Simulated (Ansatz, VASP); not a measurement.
## One calculation of TaSi2, two programs

```
CELL_PARAMETERS angstrom
4.76063 0.00000 0.00000
-2.38032 4.12283 0.00000
0.00000 0.00000 6.55756
ATOMIC_POSITIONS crystal
Ta 0.50000 0.00000 0.50000
Ta 0.50000 0.50000 0.83333
Ta 0.00000 0.50000 0.16667
Si 0.15925 0.31849 0.50000
Si 0.84075 0.15925 0.83333
Si 0.68151 0.84075 0.16667
Si 0.84075 0.68151 0.50000
Si 0.15925 0.84075 0.83333
Si 0.31849 0.15925 0.16667
```

Alike in both runs: functional PBEsol; k mesh 9 × 9 × 6; occupations gaussian, width 0.1 eV; no spin polarisation.

Ansatz relaxed the structure, and its values are those at the end. VASP's run is a single point on that final structure, the one shown.

|  | VASP | Ansatz |
| --- | --- | --- |
| version | VASP 6.6.1 | Ansatz 0.2.0 |
| potentials or method | VASP PAW PBE potentials, release 64 (Ta_pv, Si), cutoff 520 eV | scalar-relativistic, plane waves, PAW |
| valence electrons in the cell | 57 | 63 |

Ansatz gave:

- gap on the k mesh at the Fermi level (eV): none
- pressure (GPa): 0.0

Problem. Which values does VASP return?

Solution. gap on the k mesh at the Fermi level (eV): none; pressure (GPa): 0.3.

VASP's potentials were made for PBE, not for PBEsol. A gap of «none» marks a metal or a gap that the smearing closes. The functional is the same, so the differences come from potentials, cutoffs and numerics. VASP's potentials hold 57 valence electrons a cell and Ansatz's 63, so a difference there can come from the potentials and not from the codes.

Neither program's run includes spin-orbit coupling.
